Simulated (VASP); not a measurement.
# ReS2 in VASP: a series of runs, part 2 of 2

VASP 6.6.1.

**3. Single point, LDA**

Contents of INCAR:

```
  ALGO = Normal
  EDIFF = 1E-6
  ENCUT = 520
  ISIF = 2
  ISMEAR = 0
  LASPH = T
  LCHARG = F
  LREAL = Auto
  LUSENCCL = F
  LWAVE = F
  NBANDS = 94
  NELM = 100
  PREC = Accurate
  SIGMA = 0.01
```

Contents of KPOINTS:

```
k-points
0
Gamma
  4 4 1
```

Contents of POSCAR:

```
ReS2
1.0
    6.2934368244     -0.0070243563      0.0000000000
    3.0843048600      5.6053250162      0.0000000000
    0.0000000000      0.0000000000     23.0000000000
Re S
8 16
Direct
    0.2901585169      0.1180402477      0.3637885465
    0.4128198662      0.4926901175      0.3686075362
    0.8634031174      0.0908614348      0.3656406609
    0.8394814592      0.5197798581      0.3668804715
    0.6253784279      0.4724435334      0.6313925121
    0.7480396790      0.8470934894      0.6362114376
    1.1987166425      0.4453541441      0.6331195158
    1.1747950217      0.8742725733      0.6343593026
    1.0352774285      0.7094191063      0.3152832984
    0.4965845745      0.7408846594      0.3080289656
    0.2065173735      0.8701502441      0.4244015578
    0.1679393454      0.4094671338      0.4339534775
    0.6676937789      0.9011252923      0.4173781872
    0.9958817749      0.2472776571      0.2908219394
    0.7068937993      0.3633565448      0.4416305758
    0.5356733446      0.2002536223      0.2985159220
    1.3705044974      1.0640085270      0.5826218020
    0.8316808720      1.0949834712      0.5755984235
    0.5416135590      1.2242490905      0.6919710559
    0.5025251252      0.7648800126      0.7014841178
    1.0029207582      1.2557147599      0.6847167046
    1.3313046450      0.6017771615      0.5583694299
    1.0423162095      0.7178567042      0.7091780285
    0.8702589056      0.5556664861      0.5660465305
```

Potentials or basis: VASP PAW LDA potentials, release 64 (Re, S).

Command:

```bash
cat potpaw_LDA.64/Re/POTCAR potpaw_LDA.64/S/POTCAR > POTCAR
mpirun -np 1 vasp_std > vasp.out
```

OUTCAR:

```text
EDIFF = 1E-6
   ENCUT = 520
   ISIF = 2
   ISMEAR = 0
   LASPH = T
   LREAL = Auto
   NELM = 100
   PREC = Accurate

 ion  position               nearest neighbor table
   1  0.290  0.118  0.364-  12 2.30  14 2.34  11 2.35  16 2.39  13 2.43  10 2.48   4 2.76   3 2.77
                             2 2.85
   2  0.413  0.493  0.369-  16 2.30  15 2.34  10 2.36  12 2.39   9 2.43  11 2.48   3 2.76   4 2.77
                             1 2.85
   3  0.863  0.091  0.366-  15 2.33  14 2.34  11 2.36  16 2.40  13 2.42   9 2.43   4 2.68   2 2.76
                             1 2.77
   4  0.839  0.520  0.367-  14 2.33  15 2.34  10 2.36  12 2.40   9 2.42  13 2.44   3 2.68   1 2.76
                             2 2.77
   5  0.625  0.472  0.631-  20 2.30  22 2.34  19 2.36  24 2.39  21 2.43  18 2.48   8 2.76   7 2.77
                             6 2.85
   6  0.748  0.847  0.636-  24 2.30  23 2.34  18 2.35  20 2.39  17 2.43  19 2.48   7 2.76   8 2.77
                             5 2.85
   7  0.199  0.445  0.633-  23 2.33  22 2.34  19 2.36  24 2.40  21 2.42  17 2.44   8 2.68   6 2.76
                             5 2.77
   8  0.175  0.874  0.634-  22 2.33  23 2.34  18 2.36  20 2.40  17 2.42  21 2.43   7 2.68   5 2.76
                             6 2.77
   9  0.035  0.709  0.315-   4 2.42   2 2.43   3 2.43
  10  0.497  0.741  0.308-   2 2.36   4 2.36   1 2.48
[... 247 lines left out ...]
      6     -13.0026      2.00000
[... 899 lines left out ...]
     87       2.5200      0.00000
     88       2.6666      0.00000
 [bands above 88 left out]

------------------------ aborting loop because EDIFF is reached ----------------------------------------

  FORCE on cell =-STRESS in cart. coord.  units (eV):
  Direction    XX          YY          ZZ          XY          YZ          ZX
  --------------------------------------------------------------------------------------
  -------------------------------------------------------------------------------------
  Total        2.6631584      2.7412223      2.5555960     -0.0498045     -0.0732218     -0.0316131
  in kB        5.2556256      5.4096814      5.0433561     -0.0982871     -0.1445000     -0.0623871
  external PRESSURE =       5.2362210 kB  Pullay stress =       0.0000000 kB

 VOLUME and BASIS-vectors are now :
 -----------------------------------------------------------------------------
  energy-cutoff  :      520.00
  volume of cell :      811.86
      direct lattice vectors                 reciprocal lattice vectors
     6.293436824 -0.007024356  0.000000000     0.158798166 -0.087377976  0.000000000
     3.084304860  5.605325016  0.000000000     0.000198999  0.178292289 -0.000000000
     0.000000000  0.000000000 23.000000000    -0.000000000  0.000000000  0.043478261

 POSITION                                       TOTAL-FORCE (eV/Angst)
 -----------------------------------------------------------------------------------
      2.19017      0.65962      8.36714         0.022084     -0.022057     -0.018825
      4.11766      2.75879      8.47797        -0.019411      0.021441      0.015503
      5.71402      0.50324      8.40974        -0.013690     -0.043883     -0.012455
      6.88638      2.90764      8.43825         0.016855      0.044348      0.010416
      5.39294      2.64381     14.52203         0.019411     -0.021441     -0.015503
      7.32044      4.74298     14.63286        -0.022084      0.022057      0.018825
[... 16 lines left out ...]
      2.48040      4.02352     16.31109         0.000249     -0.000871      0.164696
      7.19076      3.10858     13.01907        -0.006486     -0.034094     -0.130656
 -----------------------------------------------------------------------------------
    total drift:                               -0.000307      0.004733     -0.000221

  FREE ENERGIE OF THE ION-ELECTRON SYSTEM (eV)
  ---------------------------------------------------
  free  energy   TOTEN  =      -199.9970894431 eV

  energy  without entropy=     -199.9970894431  energy(sigma->0) =     -199.99708944
```

It took 3 min on 1 × NVIDIA H100 80GB with 1 thread of AMD EPYC 7R13 (Zen 3), shared host; peak memory 1.9 GiB.

What came out:

| Quantity | Value |
| --- | --- |
| Free energy | -199.9971 eV |
| Largest force | 0.167 eV/Å |
| Band gap on the k mesh | 1.43 eV |

Forces on the atoms (eV/Å):
```
Re   0.022 -0.022 -0.019
Re  -0.019  0.021  0.016
Re  -0.014 -0.044 -0.012
Re   0.017  0.044  0.010
Re   0.019 -0.021 -0.016
Re  -0.022  0.022  0.019
Re  -0.017 -0.044 -0.010
Re   0.014  0.044  0.012
S    0.006  0.008 -0.071
S   -0.004  0.046 -0.091
S    0.004 -0.047  0.091
S    0.006  0.034  0.131
S   -0.005 -0.009  0.070
S    0.000  0.001 -0.165
S    0.001  0.000  0.167
S   -0.003 -0.033 -0.130
S    0.005  0.009 -0.070
S   -0.004  0.047 -0.091
S    0.004 -0.046  0.091
S    0.003  0.033  0.130
S   -0.006 -0.008  0.071
S   -0.001  0.000 -0.167
S    0.000 -0.001  0.165
S   -0.006 -0.034 -0.131
```

Levels at points of the mesh, in eV from the valence-band top:
| k point | band 72 | band 73 | band 74 | band 75 | band 76 | band 77 | band 78 | band 79 | band 80 | band 81 |
| --- | --- | --- | --- | --- | --- | --- | --- | --- | --- | --- |
| (0.00, 0.00, 0.00) | -0.32 | -0.28 | -0.21 | -0.06 | 0.00 | 1.43 | 1.50 | 2.06 | 2.08 | 2.15 |
| (0.50, 0.00, 0.00) | -0.64 | -0.46 | -0.45 | -0.37 | -0.32 | 1.68 | 1.71 | 1.99 | 2.06 | 2.08 |
| (0.00, 0.50, 0.00) | -0.50 | -0.43 | -0.29 | -0.13 | -0.11 | 1.66 | 1.81 | 1.90 | 1.91 | 2.09 |
| (0.50, 0.50, 0.00) | -0.52 | -0.49 | -0.46 | -0.37 | -0.32 | 1.70 | 1.74 | 1.74 | 1.93 | 1.98 |

Caveat: spin-orbit coupling is left out, which moves the levels of the heavy elements.
